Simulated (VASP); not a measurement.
# Sc (P6_3/mmc) in VASP: further runs, part 2 of 2

VASP 6.6.1. Earlier steps stand in the parts before.

### 3 Single point, r2SCAN

This run uses another cell than the first one, of 25.12 Å³/atom.

Contents of POSCAR:

```
Sc
1.0
    3.3287765282      0.0000000029      0.0000000000
   -1.6643882666      2.8828050355      0.0000000000
    0.0000000000      0.0000000000      5.2351723814
Sc
2
Direct
    0.3333333333      0.6666666667      0.2500000000
    0.6666666667      0.3333333333      0.7500000000
```

Contents of INCAR.step1:

```
SYSTEM = Sc
PREC = Accurate ; ENCUT = 520
ISMEAR = -1 ; SIGMA = 0.15
LREAL = .False. ; LASPH = .True.
NELM = 100 ; NBANDS = 18
GGA = PE ; ALGO = Normal
EDIFF = 1E-4 ; LWAVE = .True.
LCHARG = .False.
```

Contents of INCAR.step2:

```
SYSTEM = Sc
PREC = Accurate ; ENCUT = 520
EDIFF = 1E-6 ; ISMEAR = -1
SIGMA = 0.15 ; LREAL = .False.
LASPH = .True. ; NELM = 100
ALGO = Normal ; ISIF = 2
LWAVE = .False. ; LCHARG = .False.
METAGGA = R2SCAN ; LMIXTAU = .True.
NBANDS = 18 ; ISTART = 1
```

Contents of KPOINTS:

```
Automatic mesh
0
Gamma
  15 15 8
  0 0 0
```

Potentials or basis: VASP PAW PBE potentials, release 64 (Sc_sv).

On the command line:

```bash
> cat potpaw_PBE.64/Sc_sv/POTCAR > POTCAR
> cp INCAR.step1 INCAR
> mpirun -np 1 vasp_std > vasp.out
> cp INCAR.step2 INCAR
> mpirun -np 1 vasp_std > vasp.out
```

OUTCAR:

```text
SYSTEM = Sc
   PREC = Accurate
   ENCUT = 520
   EDIFF = 1E-6
   ISMEAR = -1
   LREAL = .False.
   LASPH = .True.
   NELM = 100
   ISIF = 2
   METAGGA = R2SCAN
   ISTART = 1

 ion  position               nearest neighbor table
   1  0.333  0.667  0.250-   2 3.25   2 3.25   2 3.25   2 3.25   2 3.25   2 3.25
   2  0.667  0.333  0.750-   1 3.25   1 3.25   1 3.25   1 3.25   1 3.25   1 3.25

  LATTYP: Found a hexagonal cell.
 ALAT       =     3.3287765282
 C/A-ratio  =     1.5727016629

  Lattice vectors:

 A1 = (   3.3287765282,   0.0000000029,   0.0000000000)
 A2 = (  -1.6643882666,   2.8828050355,   0.0000000000)
 A3 = (   0.0000000000,   0.0000000000,   5.2351723814)

Analysis of symmetry for initial positions (statically):
=====================================================================
 Subroutine PRICEL returns:
 Original cell was already a primitive cell.

 Routine SETGRP: Setting up the symmetry group for a
 hexagonal supercell.

 Subroutine GETGRP returns: Found 24 space group operations
 (whereof 12 operations were pure point group operations)
 out of a pool of 24 trial point group operations.

The static configuration has the point symmetry D_3d.
 The point group associated with its full space group is D_6h.

Analysis of symmetry for dynamics (positions and initial velocities):
=====================================================================
 Subroutine PRICEL returns:
 Original cell was already a primitive cell.

 Routine SETGRP: Setting up the symmetry group for a
 hexagonal supercell.

 Subroutine GETGRP returns: Found 24 space group operations
 (whereof 12 operations were pure point group operations)
 out of a pool of 24 trial point group operations.

The dynamic configuration has the point symmetry D_3d.
 The point group associated with its full space group is D_6h.

 Subroutine INISYM returns: Found 24 space group operations
 (whereof 12 operations are pure point group operations),
 and found     1 'primitive' translations

----------------------------------------------------------------------------------------

                                     Primitive cell

  volume of cell :      50.2378

  direct lattice vectors                    reciprocal lattice vectors
     3.328776528  0.000000003  0.000000000     0.300410674  0.173442184  0.000000000
    -1.664388267  2.882805036  0.000000000    -0.000000000  0.346884367  0.000000000
     0.000000000  0.000000000  5.235172381     0.000000000  0.000000000  0.191015678

  length of vectors
     3.328776528  3.328776528  5.235172381     0.346884367  0.346884367  0.191015678

  position of ions in fractional coordinates (direct lattice)
     0.333333333  0.666666667  0.250000000
     0.666666667  0.333333333  0.750000000

  ion indices of the primitive-cell ions
   primitive index   ion index
                 1           1
                 2           2

----------------------------------------------------------------------------------------

 KPOINTS: Automatic mesh

Automatic generation of k-mesh.
 Grid dimensions read from file:
 generate k-points for:   15   15    8

 Generating k-lattice:

  Cartesian coordinates                     Fractional coordinates (reciprocal lattice)
     0.020027378  0.011562812  0.000000000     0.066666667  0.000000000  0.000000000
    -0.000000000  0.023125624  0.000000000     0.000000000  0.066666667  0.000000000
     0.000000000  0.000000000  0.023876960     0.000000000  0.000000000  0.125000000

  Length of vectors
     0.023125624  0.023125624  0.023876960

  Shift w.r.t. Gamma in fractional coordinates (k-lattice)
     0.000000000  0.000000000  0.000000000

 Subroutine IBZKPT returns following result:
 ===========================================

 Found    135 irreducible k-points:

 Following reciprocal coordinates:
            Coordinates               Weight
  0.000000  0.000000  0.000000      1.000000
  0.066667  0.000000  0.000000      6.000000
  0.133333  0.000000  0.000000      6.000000
  0.200000  0.000000  0.000000      6.000000
  0.266667  0.000000  0.000000      6.000000
  0.333333 -0.000000  0.000000      6.000000
[... 16 lines left out ...]
  0.333333  0.200000  0.000000     12.000000
  0.400000  0.200000  0.000000      6.000000
 [... further k-points ...]
   k-points           NKPTS =    135   k-points in BZ     NKDIM =    135   number of bands    NBANDS=     18
   number of dos      NEDOS =    301   number of ions     NIONS =      2
   total plane-waves  NPLWV =  31360
   dimension x,y,z NGX =    28 NGY =   28 NGZ =   40
   dimension x,y,z NGXF=    56 NGYF=   56 NGZF=   80
   ions per type =               2
   NGX,Y,Z   is equivalent  to a cutoff of  13.98, 13.98, 12.70 a.u.
   NGXF,Y,Z  is equivalent  to a cutoff of  27.97, 27.97, 25.40 a.u.
 SYSTEM =  Sc
   PREC   = accura    normal or accurate (medium, high low for compatibility)
   ISTART =      1    job   : 0-new  1-cont  2-samecut
   ICHARG =      0    charge: 1-file 2-atom 10-const
   ISPIN  =      1    spin polarized calculation?
   LNONCOLLINEAR =      F non collinear calculations
   LSORBIT =      F    spin-orbit coupling
   LASPH  =      T    aspherical Exc in radial PAW
   ENCUT  =  520.0 eV  38.22 Ry    6.18 a.u.   6.19  6.19  9.73*2*pi/ulx,y,z
   NELM   =    100;   NELMIN=  2; NELMDL=  0     # of ELM steps
   EDIFF  = 0.1E-05   stopping-criterion for ELM
   LREAL  =      F    real-space projection
   EDIFFG = 0.1E-04   stopping-criterion for IOM
   NSW    =      0    number of steps for IOM
   IBRION =     -1    ionic relax: 0-MD 1-quasi-New 2-CG
   NFREE  =      0    steps in history (QN), initial steepest desc. (CG)
   ISIF   =      2    stress and relaxation
   ISYM   =      2    0-nonsym 1-usesym 2-fastsym
   POTIM  = 0.5000    time-step for ionic-motion
   TEBEG  =    0.0;   TEEND  =   0.0 temperature during run
   PSTRESS=    0.0 pullay stress
   NELECT =      22.0000    total number of electrons
   NUPDOWN=      -1.0000    fix difference up-down
   EMIN   =  10.00;   EMAX   =-10.00  energy-range for DOS
   EFERMI =   0.00;   METHOD = LEGACY
   ISMEAR =    -1;   SIGMA  =   0.15  broadening in eV -4-tet -1-fermi 0-gaus
   EFERMI_NEDOS =   21; number of points for ismear=-14 and -15
   IALGO  =     38    algorithm
   IMIX   =      4    mixing-type and parameters
     AMIX     =   0.40;   BMIX     =  1.00
     AMIX_MAG =   1.60;   BMIX_MAG =  1.00
  volume/ion in A,a.u.               =      25.12       169.51
  Fermi-wavevector in a.u.,A,eV,Ry     =   1.243194  2.349295 21.028216  1.545530
  Thomas-Fermi vector in A             =   2.377515
   LORBIT       =      0    0 simple, 1 ext, 2 COOP (PROOUT), +10 PAW based schemes
   METAGGA = R2SCAN    functional components
   LHFCALC =     F    Hartree Fock is set to
   AEXX    =    0.0000 exact exchange contribution
   IVDW    =     0    specifies the selected vdW correction
   LEPSILON=     F    determine dielectric tensor
   LRPA    =     F    only Hartree local field effects (RPA)
 non-spin polarized calculation
  energy-cutoff  :      520.00
  volume of cell :       50.24
 maximum number of plane-waves:      1387
 NGX is ok and might be reduce to    28
   NGX = 13   NGY = 13   NGZ = 19

 number of electron      21.9999998 magnetization

 Free energy of the ion-electron system (eV)
  ---------------------------------------------------
  ext. energy  EPLUGINS =         0.00000000
  ---------------------------------------------------
  free energy    TOTEN  =       -22.84671616 eV

  energy without entropy =      -22.59843406  energy(sigma->0) =      -22.72257511

 E-fermi :   3.6215     XC(G=0): -10.5234

 val. band max:        3.6201838059   @ k =   0.2667   0.1333   0.1250
 cond. band min:       3.6263350802   @ k =   0.1333   0.1333   0.2500
 fundamental gap:      0.0061512743
 Fermi energy:         3.6215434773

 k-point     1 :       0.0000    0.0000    0.0000
  band No.  band energies     occupation
      1     -47.9507      2.00000
      2     -47.8847      2.00000
      3     -25.8048      2.00000
      4     -25.4563      2.00000
      5     -25.4563      2.00000
      6     -25.3952      2.00000
[... 10 lines left out ...]
     17       6.1954      0.00000
     18       6.1954      0.00000

 k-point     2 :       0.0667    0.0000    0.0000
  band No.  band energies     occupation
      1     -47.9487      2.00000
      2     -47.8839      2.00000
      3     -25.7991      2.00000
      4     -25.4675      2.00000
      5     -25.4602      2.00000
      6     -25.4070      2.00000
[... 10 lines left out ...]
     17       6.1077      0.00000
     18       6.1320      0.00000
[... 442 lines left out ...]
 k-point    24 :       0.4000    0.2000    0.0000
  band No.  band energies     occupation
      1     -47.8895      2.00000
      2     -47.8761      2.00000
      3     -25.6945      2.00000
      4     -25.6248      2.00000
      5     -25.5978      2.00000
      6     -25.5840      2.00000
[... 10 lines left out ...]
     17       7.6176      0.00000
     18       7.7099      0.00000

 [... further k-points ...]
[... 5 lines left out ...]
  --------------------------------------------------------------------------------------
  -------------------------------------------------------------------------------------
  Total        0.0347627      0.0347627      0.0398831      0.0000000     -0.0000000     -0.0000000
  in kB        1.1086474      1.1086474      1.2719463      0.0000000     -0.0000000     -0.0000000
  external PRESSURE =       1.1630803 kB  Pullay stress =       0.0000000 kB

 VOLUME and BASIS-vectors are now :
 -----------------------------------------------------------------------------
  energy-cutoff  :      520.00
  volume of cell :       50.24
      direct lattice vectors                 reciprocal lattice vectors
     3.328776528  0.000000003  0.000000000     0.300410674  0.173442184  0.000000000
    -1.664388267  2.882805036  0.000000000    -0.000000000  0.346884367  0.000000000
     0.000000000  0.000000000  5.235172381     0.000000000  0.000000000  0.191015678

 POSITION                                       TOTAL-FORCE (eV/Angst)
 -----------------------------------------------------------------------------------
     -0.00000      1.92187      1.30879         0.000000     -0.000000      0.000000
      1.66439      0.96094      3.92638        -0.000000      0.000000      0.000000
 -----------------------------------------------------------------------------------
    total drift:                                0.000000     -0.000000      0.000000

  FREE ENERGIE OF THE ION-ELECTRON SYSTEM (eV)
  ---------------------------------------------------
  free  energy   TOTEN  =       -22.8467161604 eV

  energy  without entropy=      -22.5984340580  energy(sigma->0) =      -22.72257511
```

Wall time 11 min (1 thread of Intel Xeon 8259CL, shared host); peak memory 0.25 GiB.

Results:

```yaml
Free_energy: -22.8467 eV
Pressure: 0.1 GPa
Band_gap_on_the_k_mesh: zero (bands 11 and 12 overlap by 1.52 eV)
```

Levels at points of the mesh, in eV from the Fermi level:
```
           k point  band 9  band 10  band 11  band 12  band 13  band 14
(0.00, 0.00, 0.00)   -5.48    -1.70     0.33     1.79     1.79     1.99
(0.00, 0.00, 0.50)   -3.89    -3.89     1.05     1.05     1.72     1.72
```

Caveat: the PAW data sets were made with another functional, which shifts forces and pressure a little.
